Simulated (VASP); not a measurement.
HfB2: single point with PBE

The system is HfB2.

```
Hf B
1.0
     3.14396    0.00000    0.00000
    -1.57198    2.72275    0.00000
     0.00000    0.00000    3.49074
Hf B
1 2
Direct
  0.00000 0.00000 0.00000
  0.66667 0.33333 0.50000
  0.33333 0.66667 0.50000
```

```json
{
  "Program": "VASP 6.6.1",
  "Task": "single point",
  "Functional": "PBE",
  "Potentials or basis": "VASP PAW PBE potentials, release 64 (Hf_pv, B)",
  "Cutoff": "520 eV",
  "k mesh": "10 × 10 × 8",
  "Occupations": "fermi-dirac, width 0.05 eV",
  "Spin": "no spin polarisation",
  "Dipole correction": "no",
  "Further INCAR settings": "ALGO = Normal; EDIFF = 1e-06; NBANDS = 15"
}
```

- Pressure: -0.4 GPa
- Band gap on the k mesh: zero (band 8 reaches 8.23 eV, above the bottom of band 9 at 7.39 eV)

Stress tensor (GPa, compression positive):
```
-0.47  0.00  0.00
 0.00 -0.47  0.00
 0.00  0.00 -0.21
```

Levels at points of the mesh, in eV from the Fermi level:
```csv
k point,band 4,band 5,band 6,band 7,band 8,band 9,band 10,band 11,band 12,band 13
"(0.00, 0.00, 0.00)",-13.62,-2.90,-2.77,-2.77,-2.69,4.10,4.10,4.72,4.72,5.08
"(0.50, 0.00, 0.00)",-9.64,-8.94,-4.02,-3.32,-2.74,2.19,2.81,5.63,5.80,6.36
"(0.00, 0.00, 0.50)",-11.24,-8.25,-1.08,-1.08,0.44,0.44,1.10,1.10,2.29,5.18
"(0.50, 0.00, 0.50)",-10.21,-7.40,-4.83,-4.59,-2.58,4.08,4.20,6.32,7.22,7.40
```

Run time: 37 s on 1 thread of Intel Xeon 8259CL (shared host), peak memory 0.16 GiB.

Caveat: spin-orbit coupling is left out, which moves the levels of the heavy elements.
